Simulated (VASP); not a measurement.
# Mg3Co (Fm-3m) in VASP: further runs, part 2 of 3

VASP 6.6.1.

## (3) Single point, PBE+D3(BJ), collinear spin, ferrimagnetic start

INCAR reads:

```
  PREC = Accurate
  ENCUT = 520
  EDIFF = 1E-6
  ISMEAR = -1
  SIGMA = 0.1
  LREAL = F
  LASPH = T
  NELM = 150
  ALGO = Normal
  ISIF = 2
  LWAVE = F
  LCHARG = T
  ISPIN = 2
  MAGMOM = -0.01 -0.01 -0.01 0.94
  LORBIT = 11
  NUPDOWN = 0.8
  LMAXMIX = 4
  GGA = PE
  IVDW = 12
  LELF = T
  LVHAR = T
  NBANDS = 20
```

KPOINTS reads:

```
Automatic mesh
0
Gamma
  7 7 7
```

POSCAR reads:

```
Mg3Co
1.0
    0.0000000000      3.2541780000      3.2541780000
    3.2541780000      0.0000000000      3.2541780000
    3.2541780000      3.2541780000      0.0000000000
Mg Co
3 1
Direct
    0.2500000000      0.2500000000      0.2500000000
    0.5000000000      0.5000000000      0.5000000000
    0.7500000000      0.7500000000      0.7500000000
    0.0000000000      0.0000000000      0.0000000000
```

Potentials or basis: VASP PAW PBE potentials, release 64 (Mg, Co).

The run is started by

```sh
> cat potpaw_PBE.64/Mg/POTCAR potpaw_PBE.64/Co/POTCAR > POTCAR
> mpirun -np 1 vasp_std > vasp.out
```

OUTCAR:

```text
PREC = Accurate
   ENCUT = 520
   EDIFF = 1E-6
   ISMEAR = -1
   LREAL = F
   LASPH = T
   NELM = 150
   ISIF = 2
   ISPIN = 2
   LORBIT = 11
   NUPDOWN = 0.8
   GGA = PE
   IVDW = 12
 IVDW          = 12

 ion  position               nearest neighbor table
   1  0.250  0.250  0.250-   4 2.82   4 2.82   4 2.82   2 2.82   4 2.82   2 2.82   2 2.82   2 2.82
                             3 3.25   3 3.25   3 3.25   3 3.25   3 3.25   3 3.25
   2  0.500  0.500  0.500-   1 2.82   1 2.82   1 2.82   1 2.82   3 2.82   3 2.82   3 2.82   3 2.82
                             4 3.25   4 3.25   4 3.25   4 3.25   4 3.25   4 3.25
   3  0.750  0.750  0.750-   2 2.82   2 2.82   2 2.82   2 2.82   4 2.82   4 2.82   4 2.82   4 2.82
                             1 3.25   1 3.25   1 3.25   1 3.25   1 3.25   1 3.25
   4  0.000  0.000  0.000-   3 2.82   3 2.82   3 2.82   1 2.82   3 2.82   1 2.82   1 2.82   1 2.82
                             2 3.25   2 3.25   2 3.25   2 3.25   2 3.25   2 3.25

  LATTYP: Found a face centered cubic cell.
 ALAT       =     6.5083560000

  Lattice vectors:

 A1 = (   0.0000000000,   3.2541780000,   3.2541780000)
 A2 = (   3.2541780000,   0.0000000000,   3.2541780000)
 A3 = (   3.2541780000,   3.2541780000,   0.0000000000)

Analysis of symmetry for initial positions (statically):
=====================================================================
 Subroutine PRICEL returns:
 Original cell was already a primitive cell.

 Routine SETGRP: Setting up the symmetry group for a
 face centered cubic supercell.

 Subroutine GETGRP returns: Found 48 space group operations
 (whereof 48 operations were pure point group operations)
 out of a pool of 48 trial point group operations.

The static configuration has the point symmetry O_h .

Analysis of symmetry for dynamics (positions and initial velocities):
=====================================================================
 Subroutine PRICEL returns:
 Original cell was already a primitive cell.

 Routine SETGRP: Setting up the symmetry group for a
 face centered cubic supercell.

 Subroutine GETGRP returns: Found 48 space group operations
 (whereof 48 operations were pure point group operations)
 out of a pool of 48 trial point group operations.

The dynamic configuration has the point symmetry O_h .

Analysis of structural, dynamic, and magnetic symmetry:
=====================================================================
 Subroutine PRICEL returns:
 Original cell was already a primitive cell.

 Routine SETGRP: Setting up the symmetry group for a
 face centered cubic supercell.

 Subroutine GETGRP returns: Found 48 space group operations
 (whereof 48 operations were pure point group operations)
 out of a pool of 48 trial point group operations.

The overall configuration has the point symmetry O_h .

 Subroutine INISYM returns: Found 48 space group operations
 (whereof 48 operations are pure point group operations),
 and found     1 'primitive' translations

----------------------------------------------------------------------------------------

                                     Primitive cell

  volume of cell :      68.9214

  direct lattice vectors                    reciprocal lattice vectors
     0.000000000  3.254178000  3.254178000    -0.153648633  0.153648633  0.153648633
     3.254178000  0.000000000  3.254178000     0.153648633 -0.153648633  0.153648633
     3.254178000  3.254178000  0.000000000     0.153648633  0.153648633 -0.153648633
[... 88 lines left out ...]
   NFREE  =      0    steps in history (QN), initial steepest desc. (CG)
   ISIF   =      2    stress and relaxation
   ISYM   =      2    0-nonsym 1-usesym 2-fastsym
   POTIM  = 0.5000    time-step for ionic-motion
   TEBEG  =    0.0;   TEEND  =   0.0 temperature during run
   PSTRESS=    0.0 pullay stress
   NELECT =      15.0000    total number of electrons
   NUPDOWN=       0.8000    fix difference up-down
   EMIN   =  10.00;   EMAX   =-10.00  energy-range for DOS
   EFERMI =   0.00;   METHOD = LEGACY
   ISMEAR =    -1;   SIGMA  =   0.10  broadening in eV -4-tet -1-fermi 0-gaus
   EFERMI_NEDOS =   21; number of points for ismear=-14 and -15
   IALGO  =     38    algorithm
   IMIX   =      4    mixing-type and parameters
     AMIX     =   0.40;   BMIX     =  1.00
     AMIX_MAG =   1.60;   BMIX_MAG =  1.00
  volume/ion in A,a.u.               =      17.23       116.28
  Fermi-wavevector in a.u.,A,eV,Ry     =   0.984738  1.860885 13.193686  0.969709
  Thomas-Fermi vector in A             =   2.115993
   LORBIT       =     11    0 simple, 1 ext, 2 COOP (PROOUT), +10 PAW based schemes
   GGA     = PE    functional components
   LHFCALC =     F    Hartree Fock is set to
   AEXX    =    0.0000 exact exchange contribution
   IVDW    =    12    specifies the selected vdW correction
   LEPSILON=     F    determine dielectric tensor
   LRPA    =     F    only Hartree local field effects (RPA)
 spin polarized calculation
  energy-cutoff  :      520.00
  volume of cell :       68.92
 maximum number of plane-waves:      1874
 NGX is ok and might be reduce to    36
   NGX = 17   NGY = 17   NGZ = 17

 number of electron      15.0000002 magnetization       0.7999706

 Free energy of the ion-electron system (eV)
  ---------------------------------------------------
  ext. energy  EPLUGINS =         0.00000000
  ---------------------------------------------------
  free energy    TOTEN  =       -10.93571146 eV

  energy without entropy =      -10.82422491  energy(sigma->0) =      -10.87996819

 E-fermi :   4.1323     XC(G=0):  -9.7662

 val. band max:        4.1345963641   @ k =  -0.1429   0.1429   0.0000
 cond. band min:       4.1921694544   @ k =   0.2857   0.1429   0.0000
 fundamental gap:      0.0575730904
 Fermi energy:         4.2070796508

 spin component 1

 k-point     1 :       0.0000    0.0000    0.0000
  band No.  band energies     occupation
      1      -3.2889      1.00000
      2       2.6367      1.00000
      3       2.6367      1.00000
      4       2.6367      1.00000
      5       2.8915      1.00000
      6       2.8915      1.00000
[... 416 lines left out ...]
      5       2.9335      1.00000
      6       3.0929      0.99999
[... 11 lines left out ...]
     18      15.2460      0.00000
     19      16.8256      0.00000
 Fermi energy:         4.1322591920

 spin component 2

 k-point     1 :       0.0000    0.0000    0.0000
  band No.  band energies     occupation
      1      -3.2843      1.00000
      2       3.1591      0.99994
      3       3.1591      0.99994
      4       3.1591      0.99994
      5       3.7105      0.98548
      6       3.7105      0.98548
[... 416 lines left out ...]
      5       3.6095      0.99466
      6       3.7322      0.98202
[... 11 lines left out ...]
     18      15.2286      0.00000
     19      16.8246      0.00000
 [bands above 19 left out]

------------------------ aborting loop because EDIFF is reached ----------------------------------------

 Edisp (eV)   -1.37259

 E8    (eV) :    -0.5997

  FORCE on cell =-STRESS in cart. coord.  units (eV):
  Direction    XX          YY          ZZ          XY          YZ          ZX
  --------------------------------------------------------------------------------------
  -------------------------------------------------------------------------------------
  Total      -1.10712    -1.10712    -1.10712    -0.00000     0.00000     0.00000
  in kB     -25.73672   -25.73672   -25.73672    -0.00000     0.00000     0.00000
  external pressure =      -25.74 kB  Pullay stress =        0.00 kB

 VOLUME and BASIS-vectors are now :
 -----------------------------------------------------------------------------
  energy-cutoff  :      520.00
  volume of cell :       68.92
      direct lattice vectors                 reciprocal lattice vectors
     0.000000000  3.254178000  3.254178000    -0.153648633  0.153648633  0.153648633
     3.254178000  0.000000000  3.254178000     0.153648633 -0.153648633  0.153648633
     3.254178000  3.254178000  0.000000000     0.153648633  0.153648633 -0.153648633

 POSITION                                       TOTAL-FORCE (eV/Angst)
 -----------------------------------------------------------------------------------
      1.62709      1.62709      1.62709        -0.000000     -0.000000     -0.000000
      3.25418      3.25418      3.25418         0.000000      0.000000      0.000000
      4.88127      4.88127      4.88127        -0.000000     -0.000000     -0.000000
      0.00000      0.00000      0.00000         0.000000      0.000000      0.000000
 -----------------------------------------------------------------------------------
    total drift:                               -0.000000      0.000000      0.000000

  FREE ENERGIE OF THE ION-ELECTRON SYSTEM (eV)
  ---------------------------------------------------
  free  energy   TOTEN  =       -12.3082972993 eV

  energy  without entropy=      -12.1968107475  energy(sigma->0) =      -12.25255402

 total charge

# of ion       s       p       d       tot
------------------------------------------
    1        0.210   0.163   0.022   0.395
    2        0.213   0.163   0.019   0.395
    3        0.210   0.163   0.022   0.395
    4        0.405   0.244   7.350   7.999
--------------------------------------------------
tot          1.037   0.733   7.413   9.184

 magnetization (x)

# of ion       s       p       d       tot
------------------------------------------
    1       -0.004  -0.002  -0.001  -0.006
    2       -0.001  -0.004  -0.000  -0.005
    3       -0.004  -0.002  -0.001  -0.006
    4        0.009   0.021   0.810   0.840
--------------------------------------------------
tot          0.001   0.014   0.808   0.822
```

Run time: 48 s. Hardware: 1 thread of Intel Xeon Platinum 8488C (Sapphire Rapids), shared host; peak memory 0.26 GiB.

Results:

- Free energy: -12.3083 eV
- Pressure: -2.6 GPa
- Net moment: 0.80 μB per cell
- Site moments: Mg -0.01; Co +0.84 μB
- Valence electrons inside the program's atomic spheres: Mg 0.40; Co 8.00
- Dispersion energy per atom: -0.343 eV

Caveat: the total moment is fixed, so each spin has its own Fermi level.

## (4) Single point, PBE+D3(BJ), collinear spin, ferromagnetic start

Changes to INCAR since step 3:

```diff
@@ -13,5 +13,5 @@
   ISPIN = 2
-  MAGMOM = -0.01 -0.01 -0.01 0.94
+  MAGMOM = 0.01 0.01 0.01 1.49
   LORBIT = 11
-  NUPDOWN = 0.8
+  NUPDOWN = 1.5
   LMAXMIX = 4
```

KPOINTS reads:

```
regular mesh
0
Gamma
  7 7 7
```

POSCAR is that of step 3.

Potentials or basis: VASP PAW PBE potentials, release 64 (Mg, Co).

The run is started by

```sh
> cat potpaw_PBE.64/Mg/POTCAR potpaw_PBE.64/Co/POTCAR > POTCAR
> mpirun -np 1 vasp_std > vasp.out
```

OUTCAR:

```text
PREC = Accurate
   ENCUT = 520
   EDIFF = 1E-6
   ISMEAR = -1
   LREAL = F
   LASPH = T
   NELM = 150
   ISIF = 2
   ISPIN = 2
   LORBIT = 11
   NUPDOWN = 1.5
   GGA = PE
   IVDW = 12
 IVDW          = 12

 ion  position               nearest neighbor table
   1  0.250  0.250  0.250-   4 2.82   4 2.82   4 2.82   2 2.82   4 2.82   2 2.82   2 2.82   2 2.82
                             3 3.25   3 3.25   3 3.25   3 3.25   3 3.25   3 3.25
   2  0.500  0.500  0.500-   1 2.82   1 2.82   1 2.82   1 2.82   3 2.82   3 2.82   3 2.82   3 2.82
                             4 3.25   4 3.25   4 3.25   4 3.25   4 3.25   4 3.25
[... 1114 lines left out ...]
     3.254178000  0.000000000  3.254178000     0.153648633 -0.153648633  0.153648633
     3.254178000  3.254178000  0.000000000     0.153648633  0.153648633 -0.153648633

 POSITION                                       TOTAL-FORCE (eV/Angst)
 -----------------------------------------------------------------------------------
      1.62709      1.62709      1.62709        -0.000000     -0.000000     -0.000000
      3.25418      3.25418      3.25418        -0.000000      0.000000      0.000000
      4.88127      4.88127      4.88127         0.000000      0.000000      0.000000
      0.00000      0.00000      0.00000        -0.000000      0.000000      0.000000
 -----------------------------------------------------------------------------------
    total drift:                               -0.000000      0.000000      0.000000

  FREE ENERGIE OF THE ION-ELECTRON SYSTEM (eV)
  ---------------------------------------------------
  free  energy   TOTEN  =       -12.2238518514 eV

  energy  without entropy=      -12.0994780028  energy(sigma->0) =      -12.16166493

 total charge

# of ion       s       p       d       tot
------------------------------------------
    1        0.209   0.165   0.022   0.397
    2        0.213   0.165   0.019   0.397
    3        0.209   0.165   0.022   0.397
    4        0.408   0.264   7.296   7.969
--------------------------------------------------
tot          1.040   0.760   7.359   9.159

 magnetization (x)

# of ion       s       p       d       tot
------------------------------------------
    1       -0.003   0.005   0.000   0.003
    2        0.002   0.003   0.001   0.005
    3       -0.003   0.005   0.000   0.003
    4        0.020   0.050   1.261   1.331
--------------------------------------------------
tot          0.016   0.063   1.263   1.342
```

Run time: 45 s. Hardware: 1 thread of Intel Xeon Platinum 8488C (Sapphire Rapids), shared host; peak memory 0.26 GiB.

Results:

| Quantity | Value |
| --- | --- |
| Free energy | -12.2239 eV |
| Pressure | -1.5 GPa |
| Net moment | 1.50 μB per cell |
| Site moments | Mg +0.00, +0.01; Co +1.33 μB |
| Valence electrons inside the program's atomic spheres | Mg 0.40; Co 7.97 |
| Dispersion energy per atom | -0.343 eV |

Caveat: the total moment is fixed, so each spin has its own Fermi level.

[end of part 2 of 3]
